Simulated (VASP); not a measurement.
## PbS: single point with r2SCAN

The system is PbS, a slab with vacuum.

```
Pb S
1.0
     2.93326   -2.93326   -0.00001
     2.99611    2.99611   -0.00001
    -2.08561   -0.02211   22.16129
Pb S
2 2
Direct
  0.73732 0.71713 0.93524
  0.28287 0.26268 0.06476
  0.24081 0.22040 0.94488
  0.77960 0.75919 0.05512
```

This cell differs from its parent crystal: shear xy strain +2.1%.

| Item | Value |
| --- | --- |
| Program | VASP 6.6.1 |
| Task | single point |
| Functional | r2SCAN |
| Potentials or basis | VASP PAW PBE potentials, release 64 (Pb_d, S) |
| Cutoff | 520 eV |
| k mesh | 6 × 6 × 2 |
| Occupations | gaussian, width 0.01 eV |
| Spin | no spin polarisation |

```yaml
Largest_force: 0.046 eV/Å
Band_gap_on_the_k_mesh: 2.29 eV (least direct gap 2.42 eV)
```

Forces in eV/Å, atoms in the order of the input:
```
Pb   0.000  0.000 -0.046
Pb   0.000  0.000  0.046
S    0.000  0.000 -0.028
S    0.000  0.000  0.028
```

Levels at points of the mesh, in eV from the valence-band top:
```
           k point  band 16  band 17  band 18  band 19  band 20  band 21  band 22  band 23  band 24  band 25
(0.00, 0.00, 0.00)    -2.69    -2.49    -1.50    -1.33    -0.13     2.29     4.44     5.04     5.18     5.38
(0.50, 0.00, 0.00)    -1.85    -1.13    -1.13    -0.15    -0.15     2.36     2.36     3.38     3.38     4.01
(0.00, 0.50, 0.00)    -1.88    -1.03    -1.03    -0.05    -0.05     2.58     2.58     3.55     3.55     3.96
(0.50, 0.50, 0.00)    -4.29    -2.80    -2.80    -1.46    -1.46     4.62     4.62     5.57     5.57     5.97
(0.00, 0.00, 0.50)    -2.69    -2.49    -1.50    -1.33    -0.13     2.29     4.48     4.82     5.38     5.62
(0.50, 0.00, 0.50)    -1.85    -1.13    -1.13    -0.15    -0.15     2.36     2.36     3.38     3.38     4.01
(0.00, 0.50, 0.50)    -1.88    -1.03    -1.03    -0.05    -0.05     2.58     2.58     3.55     3.55     3.96
(0.50, 0.50, 0.50)    -4.29    -2.80    -2.80    -1.46    -1.46     4.62     4.62     5.57     5.57     5.97
```

It took 19 min on 1 thread of AMD EPYC 9R45 96-Core Processor (Zen 5), with other jobs on the host, peak memory 0.66 GiB.

Caveat: the cell differs from its parent crystal (shear xy strain +2.1%); there is no dipole correction, which matters where the two faces differ; the PAW data sets were made with another functional, which shifts forces and pressure a little; spin-orbit coupling is left out, which moves the levels of the heavy elements.
